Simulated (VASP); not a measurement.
# HC16 (a cell with a defect) in VASP: molecular dynamics with LDA

Aim: the molecular dynamics of HC16 (a cell with a defect) with LDA.

Program: VASP 6.6.1. These are calculated values, not measurements. Logs are shortened: lines on timing, memory, paths and dates and some standing lists are left out, and cuts for length are marked.

## (1) The cell of the first run

The cell holds a defect, 17 atoms: a = 5.049 Å, b = 5.049 Å, c = 5.049 Å, α = 60.00°, β = 60.00°, γ = 60.00°.

## (2) Molecular dynamics, LDA, collinear spin

File INCAR:

```
PREC     = Accurate       # precision mode
ENCUT    = 520            # plane-wave cutoff, eV
EDIFF    = 1E-5           # SCF threshold, eV
ISMEAR   = -1             # smearing method
SIGMA    = 0.02           # smearing width, eV
LREAL    = Auto         
LASPH    = True           # aspherical terms in the spheres
NELM     = 150            # most SCF steps
ALGO     = Normal         # electronic algorithm
ISIF     = 2              # what is computed and relaxed
LWAVE    = False          # write WAVECAR
LCHARG   = True           # write CHGCAR
ISPIN    = 2              # spin polarisation
MAGMOM   = 0 0 0 0 0.07 0 0 0 0 0 0 0 0 0 0 0 0.26 # initial moments
LORBIT   = 11             # projections on sites
GGA      = CA             # functional
NBANDS   = 50             # bands
IBRION   = 0              # ionic algorithm
NSW      = 40             # ionic steps
POTIM    = 0.75           # step
TEBEG    = 600.0        
TEEND    = 600.0        
ISYM     = 0            
NELMIN   = 4            
RANDOM_SEED= 184944 0 0   
MDALGO   = 2            
SMASS    = 0
```

File KPOINTS:

```
regular mesh
0
Gamma
  2 2 2
```

File POSCAR:

```
HC16
1.0
    0.0000000000      3.5700000000      3.5700000000
    3.5700000000      0.0000000000      3.5700000000
    3.5700000000      3.5700000000      0.0000000000
C H
16 1
Direct
    0.0009302200     -0.0075158000      0.0002682600
    0.1287490600      0.1148436900      0.1280937400
    0.0009264300     -0.0075121400      0.5060977800
    0.1276131000      0.1149846600      0.6285910300
    0.0038473900      0.4895650200      0.0031815500
    0.1287581600      0.6144781900      0.1280956700
    0.0009467000      0.4866644000      0.5060831500
    0.1287586300      0.6144813300      0.6284418500
    0.5067527000     -0.0075205400      0.0002722000
    0.6292533900      0.1149795200      0.1269507000
    0.5038450900     -0.0104358700      0.5031842900
    0.6292511300      0.1149811800      0.6285939500
    0.5067494800      0.4866593500      0.0002814700
    0.6291096200      0.6144744000      0.1280969700
    0.5067487600      0.4866602700      0.5060863800
    0.6292585100      0.6133377600      0.6285894600
    0.2537729200      0.7397763700      0.2531151500
```

Potentials or basis: VASP PAW LDA potentials, release 64 (C, H).

Launch:

```sh
$ cat potpaw_LDA.64/C/POTCAR potpaw_LDA.64/H/POTCAR > POTCAR
$ mpirun -np 1 vasp_std > vasp.out
```

OUTCAR:

```text
PREC = Accurate
   ENCUT = 520
   EDIFF = 1E-5
   ISMEAR = -1
   LREAL = Auto
   LASPH = True
   NELM = 150
   ISIF = 2
   ISPIN = 2
   LORBIT = 11
   GGA = CA
   IBRION = 0
   NSW = 40
   POTIM = 0.75
   TEBEG = 600.0
   ISYM = 0
   NELMIN = 4

 ion  position               nearest neighbor table
   1  0.001  0.992  0.000-  10 1.53   4 1.53   2 1.56   6 1.56
   2  0.129  0.115  0.128-   5 1.54   9 1.56   1 1.56   3 1.56
   3  0.001  0.992  0.506-  12 1.53   4 1.53   2 1.56   8 1.56
   4  0.128  0.115  0.629-   3 1.53   1 1.53   7 1.53  11 1.55
   5  0.004  0.490  0.003-   2 1.54  14 1.54   6 1.54   8 1.54
   6  0.129  0.614  0.128-   5 1.54   7 1.56  13 1.56   1 1.56
[... 8 lines left out ...]
  15  0.507  0.487  0.506-  12 1.53  16 1.53  14 1.56   8 1.56
  16  0.629  0.613  0.629-   7 1.53  15 1.53  13 1.53  11 1.55
  17  0.254  0.740  0.253-

IMPORTANT INFORMATION: All symmetrisations will be switched off!
NOSYMM: (Re-)initialisation of all symmetry stuff for point group C_1.

----------------------------------------------------------------------------------------

                                     Primitive cell

  volume of cell :      90.9986

  direct lattice vectors                    reciprocal lattice vectors
     0.000000000  3.570000000  3.570000000    -0.140056022  0.140056022  0.140056022
     3.570000000  0.000000000  3.570000000     0.140056022 -0.140056022  0.140056022
     3.570000000  3.570000000  0.000000000     0.140056022  0.140056022 -0.140056022

  length of vectors
     5.048742418  5.048742418  5.048742418     0.242584147  0.242584147  0.242584147

  position of ions in fractional coordinates (direct lattice)
     0.000930220  0.992484200  0.000268260
     0.128749060  0.114843690  0.128093740
     0.000926430  0.992487860  0.506097780
     0.127613100  0.114984660  0.628591030
     0.003847390  0.489565020  0.003181550
     0.128758160  0.614478190  0.128095670
[... 9 lines left out ...]
     0.629258510  0.613337760  0.628589460
     0.253772920  0.739776370  0.253115150

  ion indices of the primitive-cell ions
   primitive index   ion index
                 1           1
                 2           2
                 3           3
                 4           4
                 5           5
                 6           6
[... 9 lines left out ...]
                16          16
                17          17

----------------------------------------------------------------------------------------

 KPOINTS: regular mesh

Automatic generation of k-mesh.
 Grid dimensions read from file:
 generate k-points for:    2    2    2

 Generating k-lattice:

  Cartesian coordinates                     Fractional coordinates (reciprocal lattice)
    -0.070028011  0.070028011  0.070028011     0.500000000  0.000000000  0.000000000
     0.070028011 -0.070028011  0.070028011     0.000000000  0.500000000  0.000000000
     0.070028011  0.070028011 -0.070028011     0.000000000  0.000000000  0.500000000

  Length of vectors
     0.121292073  0.121292073  0.121292073

  Shift w.r.t. Gamma in fractional coordinates (k-lattice)
     0.000000000  0.000000000  0.000000000

 Subroutine IBZKPT returns following result:
 ===========================================

 Found      8 irreducible k-points:

 Following reciprocal coordinates:
            Coordinates               Weight
  0.000000  0.000000  0.000000      1.000000
  0.500000  0.000000  0.000000      1.000000
  0.000000  0.500000  0.000000      1.000000
  0.000000  0.000000  0.500000      1.000000
  0.500000  0.500000  0.500000      1.000000
  0.500000  0.500000  0.000000      1.000000
  0.000000  0.500000  0.500000      1.000000
  0.500000  0.000000  0.500000      1.000000
   k-points           NKPTS =      8   k-points in BZ     NKDIM =      8   number of bands    NBANDS=     50
   number of dos      NEDOS =    301   number of ions     NIONS =     17
   total plane-waves  NPLWV =  64000
   dimension x,y,z NGX =    40 NGY =   40 NGZ =   40
   dimension x,y,z NGXF=    80 NGYF=   80 NGZF=   80
   ions per type =              16   1
   NGX,Y,Z   is equivalent  to a cutoff of  13.17, 13.17, 13.17 a.u.
   NGXF,Y,Z  is equivalent  to a cutoff of  26.34, 26.34, 26.34 a.u.
 SYSTEM =  unknown system
   PREC   = accura    normal or accurate (medium, high low for compatibility)
   ISTART =      0    job   : 0-new  1-cont  2-samecut
   ICHARG =      2    charge: 1-file 2-atom 10-const
   ISPIN  =      2    spin polarized calculation?
   LNONCOLLINEAR =      F non collinear calculations
   LSORBIT =      F    spin-orbit coupling
   LASPH  =      T    aspherical Exc in radial PAW
   ENCUT  =  520.0 eV  38.22 Ry    6.18 a.u.   9.39  9.39  9.39*2*pi/ulx,y,z
   NELM   =    150;   NELMIN=  4; NELMDL= -5     # of ELM steps
   EDIFF  = 0.1E-04   stopping-criterion for ELM
   LREAL  =      T    real-space projection
   EDIFFG = 0.1E-03   stopping-criterion for IOM
   NSW    =     40    number of steps for IOM
   IBRION =      0    ionic relax: 0-MD 1-quasi-New 2-CG
   NFREE  =      0    steps in history (QN), initial steepest desc. (CG)
   ISIF   =      2    stress and relaxation
   ISYM   =      0    0-nonsym 1-usesym 2-fastsym
   POTIM  = 0.7500    time-step for ionic-motion
   TEBEG  =  600.0;   TEEND  = 600.0 temperature during run
   PSTRESS=    0.0 pullay stress
   NELECT =      65.0000    total number of electrons
   NUPDOWN=      -1.0000    fix difference up-down
   EMIN   =  10.00;   EMAX   =-10.00  energy-range for DOS
   EFERMI =   0.00;   METHOD = LEGACY
   ISMEAR =    -1;   SIGMA  =   0.02  broadening in eV -4-tet -1-fermi 0-gaus
   EFERMI_NEDOS =   21; number of points for ismear=-14 and -15
   IALGO  =     38    algorithm
   IMIX   =      4    mixing-type and parameters
     AMIX     =   0.40;   BMIX     =  1.00
     AMIX_MAG =   1.60;   BMIX_MAG =  1.00
  volume/ion in A,a.u.               =       5.35        36.12
  Fermi-wavevector in a.u.,A,eV,Ry     =   1.463416  2.765455 29.138043  2.141586
  Thomas-Fermi vector in A             =   2.579513
   LORBIT       =     11    0 simple, 1 ext, 2 COOP (PROOUT), +10 PAW based schemes
   GGA     = CA    functional components
   LHFCALC =     F    Hartree Fock is set to
   AEXX    =    0.0000 exact exchange contribution
   IVDW    =     0    specifies the selected vdW correction
   LEPSILON=     F    determine dielectric tensor
   LRPA    =     F    only Hartree local field effects (RPA)
 molecular dynamics for ions
 spin polarized calculation
  energy-cutoff  :      520.00
  volume of cell :       91.00
 maximum number of plane-waves:      2452
 NGX is ok and might be reduce to    40
   NGX = 19   NGY = 19   NGZ = 19

--------------------------------------- Ionic step        1  -------------------------------------------

 number of electron      65.0000003 magnetization       0.7494864

 Free energy of the ion-electron system (eV)
  ---------------------------------------------------
  ext. energy  EPLUGINS =         0.00000000
  ---------------------------------------------------
  free energy    TOTEN  =      -158.65195857 eV

  energy without entropy =     -158.64718471  energy(sigma->0) =     -158.64957164

------------------------ aborting loop because EDIFF is reached ----------------------------------------

  FORCE on cell =-STRESS in cart. coord.  units (eV):
  Direction    XX          YY          ZZ          XY          YZ          ZX
  --------------------------------------------------------------------------------------
  -------------------------------------------------------------------------------------
  Total        0.6011154      0.6055895      0.6100133     -0.0110497     -0.0111405      0.0133550
  in kB       10.5836096     10.6623823     10.7402713     -0.1945486     -0.1961471      0.2351368
  external PRESSURE =      10.6620878 kB  Pullay stress =       0.0000000 kB
[... 160 lines left out ...]
  ENERGY OF THE ELECTRON-ION-THERMOSTAT SYSTEM (eV)
  ---------------------------------------------------
% ion-electron   TOTEN  =      -158.545262  see above
  kinetic energy EKIN   =         1.135457
  kin. lattice  EKIN_LAT=         0.000000  (temperature  549.01 K)
  nose potential ES     =        -0.000669
  nose kinetic   EPS    =         0.000029
  ---------------------------------------------------
  total energy   ETOTAL =      -157.410444 eV

[... ionic steps 4 to 37 ...]

--------------------------------------- Ionic step       38  -------------------------------------------

 number of electron      64.9999999 magnetization      -0.7321107

------------------------ aborting loop because EDIFF is reached ----------------------------------------
[... 119 lines left out ...]
 number of electron      64.9999999 magnetization      -0.0086020

 number of electron      64.9999999 magnetization       0.0044779

 Free energy of the ion-electron system (eV)
  ---------------------------------------------------
  ext. energy  EPLUGINS =         0.00000000
  ---------------------------------------------------
  free energy    TOTEN  =      -157.03509692 eV

  energy without entropy =     -157.03400011  energy(sigma->0) =     -157.03454851

 E-fermi :  12.8477     XC(G=0): -13.5793

 val. band max:       12.7692228096   @ k =   0.5000   0.5000   0.0000
 cond. band min:      12.9224644695   @ k =   0.5000   0.0000   0.0000
 fundamental gap:      0.1532416599
 Fermi energy:        12.8476907724

 spin component 1

 k-point     1 :       0.0000    0.0000    0.0000
  band No.  band energies     occupation
      1     -11.7502      1.00000
      2      -6.2085      1.00000
      3      -5.8923      1.00000
      4      -5.7652      1.00000
      5      -5.6457      1.00000
      6      -4.6010      1.00000
[... 365 lines left out ...]
     43      19.6315      0.00000
     44      19.7103      0.00000
 Fermi energy:        12.8476907724

 spin component 2

 k-point     1 :       0.0000    0.0000    0.0000
  band No.  band energies     occupation
      1     -11.7497      1.00000
      2      -6.2078      1.00000
      3      -5.8920      1.00000
      4      -5.7649      1.00000
      5      -5.6454      1.00000
      6      -4.5999      1.00000
[... 365 lines left out ...]
     43      19.6319      0.00000
     44      19.7107      0.00000
 [bands above 44 left out]

------------------------ aborting loop because EDIFF is reached ----------------------------------------

  FORCE on cell =-STRESS in cart. coord.  units (eV):
  Direction    XX          YY          ZZ          XY          YZ          ZX
  --------------------------------------------------------------------------------------
  -------------------------------------------------------------------------------------
  Total        4.4282389      3.7312323      0.1961617      2.1371828     -0.6484279     -3.2093072
  in kB       77.9663096     65.6943815      3.4537444     37.6285609    -11.4166218    -56.5050454
  external PRESSURE =      49.0381452 kB  Pullay stress =       0.0000000 kB
[... 38 lines left out ...]
  ENERGY OF THE ELECTRON-ION-THERMOSTAT SYSTEM (eV)
  ---------------------------------------------------
% ion-electron   TOTEN  =      -157.035097  see above
  kinetic energy EKIN   =         2.745794
  kin. lattice  EKIN_LAT=         0.000000  (temperature 1327.64 K)
  nose potential ES     =        -3.485708
  nose kinetic   EPS    =         0.329887
  ---------------------------------------------------
  total energy   ETOTAL =      -157.445124 eV

 total charge

# of ion       s       p       d       tot
------------------------------------------
    1        0.827   1.793   0.000   2.620
    2        0.809   1.725   0.000   2.534
    3        0.824   1.766   0.000   2.590
    4        0.816   1.768   0.000   2.583
    5        0.834   1.752   0.000   2.586
    6        0.810   1.723   0.000   2.533
[... 9 lines left out ...]
   16        0.818   1.765   0.000   2.583
   17        0.541   0.072   0.000   0.613
--------------------------------------------------
tot         13.666  28.216   0.000  41.881

 magnetization (x)

# of ion       s       p       d       tot
------------------------------------------
    1       -0.001  -0.001   0.000  -0.002
    2       -0.000   0.001   0.000   0.001
    3       -0.000  -0.000   0.000  -0.001
    4       -0.000   0.001   0.000   0.001
    5       -0.002  -0.006   0.000  -0.007
    6        0.000   0.003   0.000   0.003
[... 9 lines left out ...]
   16        0.000   0.000   0.000   0.000
   17       -0.018  -0.001   0.000  -0.019
--------------------------------------------------
tot         -0.025  -0.008   0.000  -0.032
```

Wall time 51 min (1 thread of Intel Xeon Platinum 8488C (Sapphire Rapids), shared host); peak memory 0.33 GiB.

Results:

- Valence electrons inside the program's atomic spheres: C 2.62, 2.53, 2.59, 2.58, 2.54, 2.57, 2.63, 2.69, 2.55 (each value once); H 0.61

The path:
| step | potential energy change (eV) | largest force (eV/Å) | pressure (GPa) | volume (Å³) | temperature (K) |
| --- | --- | --- | --- | --- | --- |
| 1 | 0.0000 | 0.0142 | 1.07 | 91.00 | 600 |
| 2 | 0.0275 | 0.6147 | 1.12 | 91.00 | 587 |
| 3 | 0.1067 | 1.1975 | 1.29 | 91.00 | 549 |
| 4 | 0.2293 | 1.7648 | 1.60 | 91.00 | 491 |
| 5 | 0.3829 | 2.2837 | 1.99 | 91.00 | 421 |
| 6 | 0.5529 | 2.7357 | 2.42 | 91.00 | 344 |
| 7 | 0.7240 | 3.1017 | 2.87 | 91.00 | 270 |
| 8 | 0.8819 | 3.3780 | 3.29 | 91.00 | 202 |
| 9 | 1.0138 | 3.5428 | 3.65 | 91.00 | 148 |
| 10 | 1.1098 | 3.5946 | 3.91 | 91.00 | 111 |
| 11 | 1.1633 | 3.5779 | 4.07 | 91.00 | 95 |
| 12 | 1.1715 | 3.6521 | 4.09 | 91.00 | 102 |
| 13 | 1.1352 | 3.6862 | 3.98 | 91.00 | 136 |
| 14 | 1.0601 | 3.6768 | 3.76 | 91.00 | 197 |
| 15 | 0.9555 | 3.6219 | 3.45 | 91.00 | 289 |
| 16 | 0.8357 | 3.5174 | 3.07 | 91.00 | 410 |
| 17 | 0.7190 | 3.3555 | 2.67 | 91.00 | 557 |
| 18 | 0.6271 | 3.1319 | 2.31 | 91.00 | 724 |
| 19 | 0.5837 | 2.8405 | 2.04 | 91.00 | 895 |
| 20 | 0.6114 | 2.4797 | 1.91 | 91.00 | 1050 |
| 21 | 0.7284 | 2.7776 | 2.04 | 91.00 | 1165 |
| 22 | 0.9438 | 3.3667 | 2.42 | 91.00 | 1219 |
| 23 | 1.2542 | 3.8953 | 3.07 | 91.00 | 1199 |
| 24 | 1.6430 | 4.3457 | 3.99 | 91.00 | 1107 |
| 25 | 2.0817 | 4.7034 | 5.10 | 91.00 | 960 |
| 26 | 2.5331 | 5.1395 | 6.32 | 91.00 | 784 |
| 27 | 2.9503 | 5.4784 | 7.50 | 91.00 | 607 |
| 28 | 3.3062 | 6.0102 | 8.70 | 91.00 | 456 |
| 29 | 3.5609 | 6.5222 | 9.69 | 91.00 | 351 |
| 30 | 3.6878 | 7.1896 | 10.41 | 91.00 | 307 |
| 31 | 3.6721 | 7.6093 | 10.75 | 91.00 | 335 |
| 32 | 3.5139 | 7.7147 | 10.72 | 91.00 | 440 |
| 33 | 3.2320 | 7.4850 | 10.31 | 91.00 | 618 |
| 34 | 2.8641 | 6.9438 | 9.58 | 91.00 | 853 |
| 35 | 2.4631 | 6.1647 | 8.66 | 91.00 | 1112 |
| 36 | 2.0879 | 5.2389 | 7.63 | 91.00 | 1350 |
| 37 | 1.7864 | 4.2420 | 6.65 | 91.00 | 1512 |
| 38 | 1.6232 | 3.6236 | 6.02 | 91.00 | 1560 |
| 39 | 1.5639 | 3.7377 | 5.25 | 91.00 | 1490 |
| 40 | 1.6169 | 4.5591 | 4.90 | 91.00 | 1328 |

Caveat: the k points lie up to 0.76 Å⁻¹ apart.
